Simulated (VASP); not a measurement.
# ZrS (I4/mmm) in VASP: single point with PBEsol

Aim: the single point of ZrS with PBEsol.

All numbers are computed with VASP 6.6.1; they aren't measurements. Logs are shortened: lines on timing, memory, paths and dates and some standing lists are left out, and cuts for length are marked.

## 1. The cell of the first run

Symmetry: I4/mmm, No. 139, tetragonal system. Conventional cell: a = 3.652 Å, b = 3.652 Å, c = 5.424 Å, α = 90.00°, β = 90.00°, γ = 90.00°. Zr (site symmetry 4/mmm) has 6 S at 2.58 to 2.71 Å within 3.4 Å. S (site symmetry 4/mmm) has 6 Zr at 2.58 to 2.71 Å within 3.4 Å.

## 2. Single point, PBEsol

INCAR

```
PREC = Accurate ; ENCUT = 520
EDIFF = 1E-6 ; ISMEAR = 0
SIGMA = 0.15 ; LREAL = F
LASPH = T ; NELM = 60
ALGO = Normal ; ISIF = 2
LWAVE = F ; LCHARG = T
GGA = PS ; LELF = T
LVHAR = T ; NBANDS = 16
```

KPOINTS

```
regular mesh
0
Gamma
  18 18 18
```

POSCAR

```
ZrS
1.0
    0.0000000000      2.5826538854      2.7117865796
    2.5826538854      0.0000000000      2.7117865796
    2.5826538854      2.5826538854      0.0000000000
Zr S
1 1
Direct
    0.0000000000      0.0000000000      0.0000000000
    0.5000000000      0.5000000000      0.5000000000
```

Potentials or basis: VASP PAW PBE potentials, release 64 (Zr_sv, S).

Run with:

```sh
$ cat potpaw_PBE.64/Zr_sv/POTCAR potpaw_PBE.64/S/POTCAR > POTCAR
$ mpirun -np 1 vasp_std > vasp.out
```

OUTCAR:

```text
PREC = Accurate
   ENCUT = 520
   EDIFF = 1E-6
   ISMEAR = 0
   LREAL = F
   LASPH = T
   NELM = 60
   ISIF = 2
   GGA = PS

 ion  position               nearest neighbor table
   1  0.000  0.000  0.000-   2 2.58   2 2.58   2 2.58   2 2.58   2 2.71   2 2.71
   2  0.500  0.500  0.500-   1 2.58   1 2.58   1 2.58   1 2.58   1 2.71   1 2.71

  LATTYP: Found a body centered tetragonal cell.
 ALAT       =     3.6524241516
 C/A-ratio  =     1.4849242405

  Lattice vectors:

 A1 = (  -2.5826538854,   0.0000000000,   2.7117865796)
 A2 = (   2.5826538854,   0.0000000000,   2.7117865796)
 A3 = (   0.0000000000,   2.5826538854,  -2.7117865796)

Analysis of symmetry for initial positions (statically):
=====================================================================
 Subroutine PRICEL returns:
 Original cell was already a primitive cell.

 Routine SETGRP: Setting up the symmetry group for a
 body centered tetragonal supercell.

 Subroutine GETGRP returns: Found 16 space group operations
 (whereof 16 operations were pure point group operations)
 out of a pool of 16 trial point group operations.

The static configuration has the point symmetry D_4h.

Analysis of symmetry for dynamics (positions and initial velocities):
=====================================================================
 Subroutine PRICEL returns:
 Original cell was already a primitive cell.

 Routine SETGRP: Setting up the symmetry group for a
 body centered tetragonal supercell.

 Subroutine GETGRP returns: Found 16 space group operations
 (whereof 16 operations were pure point group operations)
 out of a pool of 16 trial point group operations.

The dynamic configuration has the point symmetry D_4h.

 Subroutine INISYM returns: Found 16 space group operations
 (whereof 16 operations are pure point group operations),
 and found     1 'primitive' translations

----------------------------------------------------------------------------------------

                                     Primitive cell

  volume of cell :      36.1758

  direct lattice vectors                    reciprocal lattice vectors
     0.000000000  2.582653885  2.711786580    -0.193599306  0.193599306  0.184380291
     2.582653885  0.000000000  2.711786580     0.193599306 -0.193599306  0.184380291
     2.582653885  2.582653885  0.000000000     0.193599306  0.193599306 -0.184380291

  length of vectors
     3.744848134  3.744848134  3.652424152     0.330087071  0.330087071  0.330087071

  position of ions in fractional coordinates (direct lattice)
     0.000000000  0.000000000  0.000000000
     0.500000000  0.500000000  0.500000000

  ion indices of the primitive-cell ions
   primitive index   ion index
                 1           1
                 2           2

----------------------------------------------------------------------------------------

 KPOINTS: regular mesh

Automatic generation of k-mesh.
 Grid dimensions read from file:
 generate k-points for:   18   18   18

 Generating k-lattice:

  Cartesian coordinates                     Fractional coordinates (reciprocal lattice)
    -0.010755517  0.010755517  0.010243350     0.055555556 -0.000000000  0.000000000
     0.010755517 -0.010755517  0.010243350    -0.000000000  0.055555556  0.000000000
     0.010755517  0.010755517 -0.010243350     0.000000000  0.000000000  0.055555556

  Length of vectors
     0.018338171  0.018338171  0.018338171

  Shift w.r.t. Gamma in fractional coordinates (k-lattice)
     0.000000000  0.000000000  0.000000000

 Subroutine IBZKPT returns following result:
 ===========================================

 Found    480 irreducible k-points:

 Following reciprocal coordinates:
            Coordinates               Weight
  0.000000  0.000000  0.000000      1.000000
  0.055556 -0.000000  0.000000      8.000000
  0.111111 -0.000000  0.000000      8.000000
  0.166667  0.000000  0.000000      8.000000
  0.222222 -0.000000  0.000000      8.000000
  0.277778  0.000000  0.000000      8.000000
[... 16 lines left out ...]
 -0.277778  0.055556  0.000000      8.000000
 -0.222222  0.055556  0.000000      8.000000
 [... further k-points ...]
   k-points           NKPTS =    480   k-points in BZ     NKDIM =    480   number of bands    NBANDS=     16
   number of dos      NEDOS =    301   number of ions     NIONS =      2
   total plane-waves  NPLWV =  21952
   dimension x,y,z NGX =    28 NGY =   28 NGZ =   28
   dimension x,y,z NGXF=    56 NGYF=   56 NGZF=   56
   ions per type =               1   1
   NGX,Y,Z   is equivalent  to a cutoff of  12.43, 12.43, 12.74 a.u.
   NGXF,Y,Z  is equivalent  to a cutoff of  24.86, 24.86, 25.49 a.u.
 SYSTEM =  unknown system
   PREC   = accura    normal or accurate (medium, high low for compatibility)
   ISTART =      0    job   : 0-new  1-cont  2-samecut
   ICHARG =      2    charge: 1-file 2-atom 10-const
   ISPIN  =      1    spin polarized calculation?
   LNONCOLLINEAR =      F non collinear calculations
   LSORBIT =      F    spin-orbit coupling
   LASPH  =      T    aspherical Exc in radial PAW
   ENCUT  =  520.0 eV  38.22 Ry    6.18 a.u.   6.96  6.96  6.79*2*pi/ulx,y,z
   NELM   =     60;   NELMIN=  2; NELMDL= -5     # of ELM steps
   EDIFF  = 0.1E-05   stopping-criterion for ELM
   LREAL  =      F    real-space projection
   EDIFFG = 0.1E-04   stopping-criterion for IOM
   NSW    =      0    number of steps for IOM
   IBRION =     -1    ionic relax: 0-MD 1-quasi-New 2-CG
   NFREE  =      0    steps in history (QN), initial steepest desc. (CG)
   ISIF   =      2    stress and relaxation
   ISYM   =      2    0-nonsym 1-usesym 2-fastsym
   POTIM  = 0.5000    time-step for ionic-motion
   TEBEG  =    0.0;   TEEND  =   0.0 temperature during run
   PSTRESS=    0.0 pullay stress
   NELECT =      18.0000    total number of electrons
   NUPDOWN=      -1.0000    fix difference up-down
   EMIN   =  10.00;   EMAX   =-10.00  energy-range for DOS
   EFERMI =   0.00;   METHOD = LEGACY
   ISMEAR =     0;   SIGMA  =   0.15  broadening in eV -4-tet -1-fermi 0-gaus
   EFERMI_NEDOS =   21; number of points for ismear=-14 and -15
   IALGO  =     38    algorithm
   IMIX   =      4    mixing-type and parameters
     AMIX     =   0.40;   BMIX     =  1.00
     AMIX_MAG =   1.60;   BMIX_MAG =  1.00
  volume/ion in A,a.u.               =      18.09       122.06
  Fermi-wavevector in a.u.,A,eV,Ry     =   1.297258  2.451462 22.896950  1.682878
  Thomas-Fermi vector in A             =   2.428662
   LORBIT       =      0    0 simple, 1 ext, 2 COOP (PROOUT), +10 PAW based schemes
   GGA     = PS    functional components
   LHFCALC =     F    Hartree Fock is set to
   AEXX    =    0.0000 exact exchange contribution
   IVDW    =     0    specifies the selected vdW correction
   LEPSILON=     F    determine dielectric tensor
   LRPA    =     F    only Hartree local field effects (RPA)
 non-spin polarized calculation
 Gauss-broadening in eV      SIGMA  =   0.15
  energy-cutoff  :      520.00
  volume of cell :       36.18
 maximum number of plane-waves:       994
   NGX = 13   NGY = 13   NGZ = 13

 number of electron      18.0000000 magnetization

 Free energy of the ion-electron system (eV)
  ---------------------------------------------------
  ext. energy  EPLUGINS =         0.00000000
  ---------------------------------------------------
  free energy    TOTEN  =       -16.44730561 eV

  energy without entropy =      -16.43232814  energy(sigma->0) =      -16.43981688

 E-fermi :  10.5867     XC(G=0): -11.4568

 val. band max:       10.5854717360   @ k =  -0.2778   0.0000   0.1667
 cond. band min:      10.5907214532   @ k =   0.2222  -0.0000   0.1111
 fundamental gap:      0.0052497172
 Fermi energy:        10.5867053869

 k-point     1 :       0.0000    0.0000    0.0000
  band No.  band energies     occupation
      1     -39.2800      2.00000
      2     -17.2863      2.00000
      3     -17.2863      2.00000
      4     -17.2623      2.00000
      5      -5.2234      2.00000
      6       7.0191      2.00000
[... 8 lines left out ...]
     15      17.7426      0.00000
     16      22.7678      0.00000

 k-point     2 :       0.0556   -0.0000    0.0000
  band No.  band energies     occupation
      1     -39.2792      2.00000
      2     -17.2956      2.00000
      3     -17.2868      2.00000
      4     -17.2655      2.00000
      5      -5.1834      2.00000
      6       6.8072      2.00000
[... 8 lines left out ...]
     15      17.8767      0.00000
     16      22.4812      0.00000

 k-point     3 :       0.1111   -0.0000    0.0000
  band No.  band energies     occupation
      1     -39.2769      2.00000
      2     -17.3254      2.00000
      3     -17.2884      2.00000
      4     -17.2714      2.00000
      5      -5.0668      2.00000
      6       6.2266      2.00000
[... 8 lines left out ...]
     15      18.2343      0.00000
     16      21.8024      0.00000

 k-point     4 :       0.1667    0.0000    0.0000
  band No.  band energies     occupation
      1     -39.2734      2.00000
      2     -17.3729      2.00000
      3     -17.2908      2.00000
      4     -17.2781      2.00000
      5      -4.8827      2.00000
      6       5.5023      2.00000
[... 8 lines left out ...]
     15      18.6218      0.00000
     16      21.1447      0.00000
[... 324 lines left out ...]
 k-point    22 :      -0.3333    0.0556    0.0000
  band No.  band energies     occupation
      1     -39.2582      2.00000
      2     -17.5704      2.00000
      3     -17.3102      2.00000
      4     -17.2974      2.00000
      5      -3.9943      2.00000
      6       3.2516      2.00000
[... 8 lines left out ...]
     15      17.8043      0.00000
     16      18.5785      0.00000

 k-point    23 :      -0.2778    0.0556    0.0000
  band No.  band energies     occupation
      1     -39.2622      2.00000
      2     -17.5205      2.00000
      3     -17.3030      2.00000
      4     -17.2936      2.00000
      5      -4.2454      2.00000
      6       3.7819      2.00000
[... 8 lines left out ...]
     15      18.4377      0.00000
     16      19.0740      0.00000

 k-point    24 :      -0.2222    0.0556    0.0000
  band No.  band energies     occupation
      1     -39.2666      2.00000
      2     -17.4632      2.00000
      3     -17.2942      2.00000
      4     -17.2902      2.00000
      5      -4.5099      2.00000
      6       4.4117      2.00000
[... 8 lines left out ...]
     15      18.5951      0.00000
     16      19.8017      0.00000

 [... further k-points ...]
[... 5 lines left out ...]
  --------------------------------------------------------------------------------------
  -------------------------------------------------------------------------------------
  Total       -0.4437426     -0.4437426     -2.7825859      0.0000000      0.0000000      0.0000000
  in kB      -19.6527727    -19.6527727   -123.2370337      0.0000000      0.0000000      0.0000000
  external PRESSURE =     -54.1808597 kB  Pullay stress =       0.0000000 kB

 VOLUME and BASIS-vectors are now :
 -----------------------------------------------------------------------------
  energy-cutoff  :      520.00
  volume of cell :       36.18
      direct lattice vectors                 reciprocal lattice vectors
     0.000000000  2.582653885  2.711786580    -0.193599306  0.193599306  0.184380291
     2.582653885  0.000000000  2.711786580     0.193599306 -0.193599306  0.184380291
     2.582653885  2.582653885  0.000000000     0.193599306  0.193599306 -0.184380291

 POSITION                                       TOTAL-FORCE (eV/Angst)
 -----------------------------------------------------------------------------------
      0.00000      0.00000      0.00000         0.000000      0.000000      0.000000
      2.58265      2.58265      2.71179        -0.000000     -0.000000      0.000000
 -----------------------------------------------------------------------------------
    total drift:                                0.000000      0.000000      0.000000

  FREE ENERGIE OF THE ION-ELECTRON SYSTEM (eV)
  ---------------------------------------------------
  free  energy   TOTEN  =       -16.4473056078 eV

  energy  without entropy=      -16.4323281432  energy(sigma->0) =      -16.43981688
```

Run time: 1.8 min. Hardware: 1 thread of Intel Xeon 6975P-C (Granite Rapids), shared host; peak memory 0.37 GiB.

What came out:

| Item | Value |
| --- | --- |
| Free energy | -16.4473 eV |
| Pressure | -5.4 GPa |
| Band gap on the k mesh | zero (bands 9 and 10 overlap by 2.68 eV) |

Stress tensor (GPa, compression positive):
```
 -1.97   0.00   0.00
  0.00  -1.97   0.00
  0.00   0.00 -12.32
```

Caveat: the stress differs along the axes, from -12 to -2 GPa; the PAW data sets were made with another functional, which shifts forces and pressure a little.
